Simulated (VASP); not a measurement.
# Ba (Im-3m) in VASP: further runs

Runs on Ba. Level: PBEsol. Tasks: single point, relaxation of cell and atoms.

Program: VASP 6.6.1. These are calculated values, not measurements. Logs are shortened: lines on timing, memory, paths and dates and some standing lists are left out, and cuts for length are marked.

## 1. The cell of the first run

The structure is cubic, space group Im-3m (No. 229). Conventional cell: a = 4.904 Å, b = 4.904 Å, c = 4.904 Å, α = 90.00°, β = 90.00°, γ = 90.00°. Within 5.6 Å of Ba (site symmetry m-3m) lie 14 Ba at 4.25 to 4.90 Å.

## 2. Single point, PBEsol

INCAR

```
PREC = Accurate
ENCUT = 520
EDIFF = 1E-6
ISMEAR = 1
SIGMA = 0.05
LREAL = False
LASPH = True
NELM = 80
ALGO = Normal
ISIF = 2
LWAVE = False
LCHARG = False
GGA = PS
NBANDS = 11
```

KPOINTS

```
Automatic mesh
0
Gamma
  6 6 6
```

POSCAR

```
Ba
1.0
   -2.4517970136      2.4517970136      2.4517970136
    2.4517970136     -2.4517970136      2.4517970136
    2.4517970136      2.4517970136     -2.4517970136
Ba
1
Direct
    0.0000000000      0.0000000000      0.0000000000
```

Potentials or basis: VASP PAW PBE potentials, release 64 (Ba_sv).

On the command line:

```bash
$ cat potpaw_PBE.64/Ba_sv/POTCAR > POTCAR
$ mpirun -np 1 vasp_std > vasp.out
```

OUTCAR:

```text
PREC = Accurate
   ENCUT = 520
   EDIFF = 1E-6
   ISMEAR = 1
   LREAL = False
   LASPH = True
   NELM = 80
   ISIF = 2
   GGA = PS

 ion  position               nearest neighbor table
   1  0.000  0.000  0.000-

  LATTYP: Found a body centered cubic cell.
 ALAT       =     4.9035940272

  Lattice vectors:

 A1 = (  -2.4517970136,   2.4517970136,   2.4517970136)
 A2 = (   2.4517970136,  -2.4517970136,   2.4517970136)
 A3 = (   2.4517970136,   2.4517970136,  -2.4517970136)

Analysis of symmetry for initial positions (statically):
=====================================================================
 Subroutine PRICEL returns:
 Original cell was already a primitive cell.

 Routine SETGRP: Setting up the symmetry group for a
 body centered cubic supercell.

 Subroutine GETGRP returns: Found 48 space group operations
 (whereof 48 operations were pure point group operations)
 out of a pool of 48 trial point group operations.

The static configuration has the point symmetry O_h .

Analysis of symmetry for dynamics (positions and initial velocities):
=====================================================================
 Subroutine PRICEL returns:
 Original cell was already a primitive cell.

 Routine SETGRP: Setting up the symmetry group for a
 body centered cubic supercell.

 Subroutine GETGRP returns: Found 48 space group operations
 (whereof 48 operations were pure point group operations)
 out of a pool of 48 trial point group operations.

The dynamic configuration has the point symmetry O_h .

 Subroutine INISYM returns: Found 48 space group operations
 (whereof 48 operations are pure point group operations),
 and found     1 'primitive' translations

----------------------------------------------------------------------------------------

                                     Primitive cell

  volume of cell :      58.9540

  direct lattice vectors                    reciprocal lattice vectors
    -2.451797014  2.451797014  2.451797014     0.000000000  0.203932054  0.203932054
     2.451797014 -2.451797014  2.451797014     0.203932054  0.000000000  0.203932054
     2.451797014  2.451797014 -2.451797014     0.203932054  0.203932054  0.000000000

  length of vectors
     4.246636997  4.246636997  4.246636997     0.288403476  0.288403476  0.288403476

  position of ions in fractional coordinates (direct lattice)
     0.000000000  0.000000000  0.000000000

  ion indices of the primitive-cell ions
   primitive index   ion index
                 1           1

----------------------------------------------------------------------------------------

 KPOINTS: Automatic mesh

Automatic generation of k-mesh.
 Grid dimensions read from file:
 generate k-points for:    6    6    6

 Generating k-lattice:

  Cartesian coordinates                     Fractional coordinates (reciprocal lattice)
     0.000000000  0.033988676  0.033988676     0.166666667  0.000000000  0.000000000
     0.033988676  0.000000000  0.033988676     0.000000000  0.166666667  0.000000000
     0.033988676  0.033988676  0.000000000     0.000000000  0.000000000  0.166666667

  Length of vectors
     0.048067246  0.048067246  0.048067246

  Shift w.r.t. Gamma in fractional coordinates (k-lattice)
     0.000000000  0.000000000  0.000000000

 Subroutine IBZKPT returns following result:
 ===========================================

 Found     16 irreducible k-points:

 Following reciprocal coordinates:
            Coordinates               Weight
  0.000000  0.000000  0.000000      1.000000
  0.166667  0.000000  0.000000     12.000000
  0.333333  0.000000  0.000000     12.000000
  0.500000  0.000000  0.000000      6.000000
  0.166667  0.166667  0.000000     24.000000
  0.333333  0.166667  0.000000     48.000000
[... 8 lines left out ...]
  0.500000  0.500000  0.333333     12.000000
  0.500000  0.500000  0.500000      1.000000
   k-points           NKPTS =     16   k-points in BZ     NKDIM =     16   number of bands    NBANDS=     11
   number of dos      NEDOS =    301   number of ions     NIONS =      1
   total plane-waves  NPLWV =  32768
   dimension x,y,z NGX =    32 NGY =   32 NGZ =   32
   dimension x,y,z NGXF=    64 NGYF=   64 NGZF=   64
   ions per type =               1
   NGX,Y,Z   is equivalent  to a cutoff of  12.53, 12.53, 12.53 a.u.
   NGXF,Y,Z  is equivalent  to a cutoff of  25.05, 25.05, 25.05 a.u.
 SYSTEM =  unknown system
   PREC   = accura    normal or accurate (medium, high low for compatibility)
   ISTART =      0    job   : 0-new  1-cont  2-samecut
   ICHARG =      2    charge: 1-file 2-atom 10-const
   ISPIN  =      1    spin polarized calculation?
   LNONCOLLINEAR =      F non collinear calculations
   LSORBIT =      F    spin-orbit coupling
   LASPH  =      T    aspherical Exc in radial PAW
   ENCUT  =  520.0 eV  38.22 Ry    6.18 a.u.   7.90  7.90  7.90*2*pi/ulx,y,z
   NELM   =     80;   NELMIN=  2; NELMDL= -5     # of ELM steps
   EDIFF  = 0.1E-05   stopping-criterion for ELM
   LREAL  =      F    real-space projection
   EDIFFG = 0.1E-04   stopping-criterion for IOM
   NSW    =      0    number of steps for IOM
   IBRION =     -1    ionic relax: 0-MD 1-quasi-New 2-CG
   NFREE  =      0    steps in history (QN), initial steepest desc. (CG)
   ISIF   =      2    stress and relaxation
   ISYM   =      2    0-nonsym 1-usesym 2-fastsym
   POTIM  = 0.5000    time-step for ionic-motion
   TEBEG  =    0.0;   TEEND  =   0.0 temperature during run
   PSTRESS=    0.0 pullay stress
   NELECT =      10.0000    total number of electrons
   NUPDOWN=      -1.0000    fix difference up-down
   EMIN   =  10.00;   EMAX   =-10.00  energy-range for DOS
   EFERMI =   0.00;   METHOD = LEGACY
   ISMEAR =     1;   SIGMA  =   0.05  broadening in eV -4-tet -1-fermi 0-gaus
   EFERMI_NEDOS =   21; number of points for ismear=-14 and -15
   IALGO  =     38    algorithm
   IMIX   =      4    mixing-type and parameters
     AMIX     =   0.40;   BMIX     =  1.00
     AMIX_MAG =   1.60;   BMIX_MAG =  1.00
  volume/ion in A,a.u.               =      58.95       397.84
  Fermi-wavevector in a.u.,A,eV,Ry     =   0.906227  1.712521 11.173748  0.821247
  Thomas-Fermi vector in A             =   2.029889
   LORBIT       =      0    0 simple, 1 ext, 2 COOP (PROOUT), +10 PAW based schemes
   GGA     = PS    functional components
   LHFCALC =     F    Hartree Fock is set to
   AEXX    =    0.0000 exact exchange contribution
   IVDW    =     0    specifies the selected vdW correction
   LEPSILON=     F    determine dielectric tensor
   LRPA    =     F    only Hartree local field effects (RPA)
 non-spin polarized calculation
 Methfessel and Paxton  Order N= 1 SIGMA  =   0.05
  energy-cutoff  :      520.00
  volume of cell :       58.95
 maximum number of plane-waves:      1638
   NGX = 15   NGY = 15   NGZ = 15

 number of electron      10.0000000 magnetization

 Free energy of the ion-electron system (eV)
  ---------------------------------------------------
  ext. energy  EPLUGINS =         0.00000000
  ---------------------------------------------------
  free energy    TOTEN  =        -2.13624960 eV

  energy without entropy =       -2.13714067  energy(sigma->0) =       -2.13654662

 E-fermi :   1.7959     XC(G=0):  -7.7263

 val. band max:        1.7378240333   @ k =  -0.3333   0.3333   0.3333
 cond. band min:       1.8351432912   @ k =   0.3333   0.3333   0.0000
 fundamental gap:      0.0973192580
 Fermi energy:         1.7958910818

 k-point     1 :       0.0000    0.0000    0.0000
  band No.  band energies     occupation
      1     -26.9999      2.00000
      2     -11.8877      2.00000
      3     -11.8877      2.00000
      4     -11.8877      2.00000
      5      -1.0413      2.00000
      6       3.6410      0.00000
      7       3.6410      0.00000
      8       3.6410      0.00000
      9       5.1647      0.00000
     10       5.1647      0.00000
     11       8.8904      0.00000

 k-point     2 :       0.1667    0.0000    0.0000
  band No.  band energies     occupation
      1     -26.9854      2.00000
      2     -12.0414      2.00000
      3     -11.9346      2.00000
      4     -11.8889      2.00000
      5      -0.5069      2.00000
      6       3.2460      0.00000
      7       3.3212      0.00000
      8       4.2106      0.00000
      9       4.7962      0.00000
     10       5.1518      0.00000
     11       9.3982      0.00000

 k-point     3 :       0.3333    0.0000    0.0000
  band No.  band energies     occupation
      1     -26.9562      2.00000
      2     -12.3278      2.00000
      3     -12.0259      2.00000
      4     -11.8914      2.00000
      5       0.5255      2.00000
      6       2.6570     -0.00000
      7       2.8114      0.00000
      8       5.1022      0.00000
      9       5.3907      0.00000
     10       5.7892      0.00000
     11       8.6165      0.00000

 k-point     4 :       0.5000    0.0000    0.0000
  band No.  band energies     occupation
      1     -26.9415      2.00000
      2     -12.4622      2.00000
      3     -12.0704      2.00000
      4     -11.8927      2.00000
      5       0.8067      2.00000
      6       2.4199     -0.00000
      7       3.2280      0.00000
      8       5.1471      0.00000
      9       5.7706      0.00000
     10       7.3572      0.00000
     11       7.6119      0.00000
[... 127 lines left out ...]
 k-point    14 :      -0.3333    0.3333    0.3333
  band No.  band energies     occupation
      1     -26.9213      2.00000
      2     -12.2683      2.00000
      3     -12.1816      2.00000
      4     -12.1816      2.00000
      5       1.4828      2.00000
      6       1.7378      2.06957
      7       4.2905      0.00000
      8       4.2905      0.00000
      9       5.1675      0.00000
     10       5.6525      0.00000
     11      10.1933      0.00000

 k-point    15 :       0.5000    0.5000    0.3333
  band No.  band energies     occupation
      1     -26.9095      2.00000
      2     -12.3290      2.00000
      3     -12.2315      2.00000
      4     -12.1902      2.00000
      5       1.3979      2.00000
      6       1.5069      2.00000
      7       4.3440      0.00000
      8       4.5220      0.00000
      9       6.4992      0.00000
     10       6.9321      0.00000
     11       7.9731      0.00000

 k-point    16 :       0.5000    0.5000    0.5000
  band No.  band energies     occupation
      1     -26.8988      2.00000
      2     -12.2830      2.00000
      3     -12.2830      2.00000
      4     -12.2830      2.00000
      5       1.1199      2.00000
      6       1.1199      2.00000
      7       6.4321      0.00000
      8       6.4321      0.00000
      9       6.4321      0.00000
     10       6.8072      0.00000
     11       6.8072      0.00000

------------------------ aborting loop because EDIFF is reached ----------------------------------------

  FORCE on cell =-STRESS in cart. coord.  units (eV):
  Direction    XX          YY          ZZ          XY          YZ          ZX
  --------------------------------------------------------------------------------------
  -------------------------------------------------------------------------------------
  Total        0.0235013      0.0235013      0.0235013     -0.0000000      0.0000000     -0.0000000
  in kB        0.6386879      0.6386879      0.6386879     -0.0000000      0.0000000     -0.0000000
  external PRESSURE =       0.6386879 kB  Pullay stress =       0.0000000 kB

 VOLUME and BASIS-vectors are now :
 -----------------------------------------------------------------------------
  energy-cutoff  :      520.00
  volume of cell :       58.95
      direct lattice vectors                 reciprocal lattice vectors
    -2.451797014  2.451797014  2.451797014     0.000000000  0.203932054  0.203932054
     2.451797014 -2.451797014  2.451797014     0.203932054  0.000000000  0.203932054
     2.451797014  2.451797014 -2.451797014     0.203932054  0.203932054  0.000000000

 POSITION                                       TOTAL-FORCE (eV/Angst)
 -----------------------------------------------------------------------------------
      0.00000      0.00000      0.00000         0.000000     -0.000000     -0.000000
 -----------------------------------------------------------------------------------
    total drift:                               -0.000000      0.000000     -0.000000

  FREE ENERGIE OF THE ION-ELECTRON SYSTEM (eV)
  ---------------------------------------------------
  free  energy   TOTEN  =        -2.1362495977 eV

  energy  without entropy=       -2.1371406720  energy(sigma->0) =       -2.13654662
```

It took 6.4 s on 1 thread of Intel Xeon Platinum 8488C (Sapphire Rapids), shared host; peak memory 0.17 GiB.

Results:

```
Free energy            : -2.1362 eV
Pressure               : 0.1 GPa
Band gap on the k mesh : zero (bands 5 and 6 overlap by 0.72 eV)
```

Caveat: the PAW data sets were made with another functional, which shifts forces and pressure a little; spin-orbit coupling is left out, which moves the levels of the heavy elements.

## 3. Relaxation of cell and atoms, PBEsol

This run uses another cell than the first one, of 62.99 Å³/atom.

INCAR

```
SYSTEM = Ba
PREC = Accurate
ENCUT = 600
EDIFF = 1E-6
ISMEAR = 1
SIGMA = 0.05
LREAL = .FALSE.
LASPH = .TRUE.
NELM = 60
ALGO = Normal
ISIF = 3
LWAVE = .FALSE.
LCHARG = .FALSE.
GGA = PS
IBRION = 2
NSW = 80
EDIFFG = -0.03
```

KPOINTS

```
regular mesh
0
G
  6 6 6
  0 0 0
```

POSCAR

```
Ba
1.0
   -2.5065000000      2.5065000000      2.5065000000
    2.5065000000     -2.5065000000      2.5065000000
    2.5065000000      2.5065000000     -2.5065000000
Ba
1
Direct
    0.0000000000      0.0000000000      0.0000000000
```

Potentials or basis: VASP PAW PBE potentials, release 64 (Ba_sv).

On the command line:

```bash
$ cat potpaw_PBE.64/Ba_sv/POTCAR > POTCAR
$ mpirun -np 1 vasp_std > vasp.out
```

Run time: 34 s. Hardware: 1 thread of Intel Xeon Platinum 8488C (Sapphire Rapids), shared host; peak memory 0.2 GiB.

It converged, with:

```yaml
Free_energy: -2.1363 eV
Relaxed_volume: 59.28 Å³/atom
Relaxed_cell: a = 4.254 Å, b = 4.254 Å, c = 4.254 Å, α = 109.47°, β = 109.47°, γ = 109.47°
Space_group_after_relaxing_to_0.1_Å: Im-3m (No. 229)
Energy_gained_by_relaxing: 5.9 meV/atom
Ionic_steps: 4
Pressure_after_relaxing: 0.0 GPa
Band_gap_on_the_k_mesh: zero (bands 5 and 6 overlap by 0.71 eV)
```

The path:
```tsv
step	energy change (eV)	largest force (eV/Å)	pressure (GPa)	volume (Å³)
1	0.0000	0.0000	-0.46	62.99
2	-0.0039	0.0000	-0.30	61.34
3	-0.0056	0.0000	0.12	58.48
4	-0.0059	0.0000	0.01	59.28
```

Final structure:
```
CELL_PARAMETERS angstrom
-2.45627 2.45627 2.45627
2.45627 -2.45627 2.45627
2.45627 2.45627 -2.45627
ATOMIC_POSITIONS crystal
Ba 0.00000 0.00000 0.00000
```

Levels at points of the mesh, in eV from the Fermi level:
```
           k point  band 2  band 3  band 4  band 5  band 6  band 7  band 8  band 9
(0.00, 0.00, 0.00)  -13.70  -13.70  -13.70   -2.83    1.84    1.84    1.84    3.36
(0.50, 0.00, 0.00)  -14.26  -13.88  -13.70   -0.98    0.63    1.41    3.34    3.96
(0.50, 0.50, 0.50)  -14.09  -14.09  -14.09   -0.67   -0.67    4.61    4.61    4.61
```

Caveat: the PAW data sets were made with another functional, which shifts forces and pressure a little; spin-orbit coupling is left out, which moves the levels of the heavy elements.
